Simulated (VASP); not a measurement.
Set up this calculation in VASP 6.6.1, as the native input.

- Task: single point
- Functional: PBEsol
- Potentials or basis: VASP PAW PBE potentials, release 64 (Sc_sv)
- Cutoff: 520 eV
- k mesh: 11 × 11 × 11
- Occupations: methfessel-paxton, width 0.15 eV
- Spin: no spin polarisation
- Dipole correction: no
- Further INCAR settings: ALGO = Normal; EDIFF = 1e-07; NBANDS = 12

The structure of Sc lies in POSCAR:

```
Sc
1.0
    0.0000000000      2.2897402526      2.2897402526
    2.2897402526      0.0000000000      2.2897402526
    2.2897402526      2.2897402526      0.0000000000
Sc
1
Direct
    0.0000000000      0.0000000000      0.0000000000
```

These files were run (other wordings do the same):

INCAR

```
SYSTEM = Sc
ALGO = Normal
EDIFF = 1E-7
ENCUT = 520
GGA = PS
ISIF = 2
ISMEAR = 1
LASPH = .TRUE.
LCHARG = .FALSE.
LREAL = .FALSE.
LWAVE = .FALSE.
NBANDS = 12
NELM = 100
PREC = Accurate
SIGMA = 0.15
```

KPOINTS

```
k-points
0
G
  11 11 11
  0 0 0
```

Potentials or basis: VASP PAW PBE potentials, release 64 (Sc_sv).

Command:

```sh
$ cat potpaw_PBE.64/Sc_sv/POTCAR > POTCAR
$ mpirun -np 1 vasp_std > vasp.out
```

Results of the run:

The pressure is -1.0 GPa.

Caveat: the PAW data sets were made with another functional, which shifts forces and pressure a little.

Wall time 6.6 s on 1 thread of Intel(R) Xeon(R) Platinum 8488C (Sapphire Rapids) (shared host), peak memory 0.14 GiB.
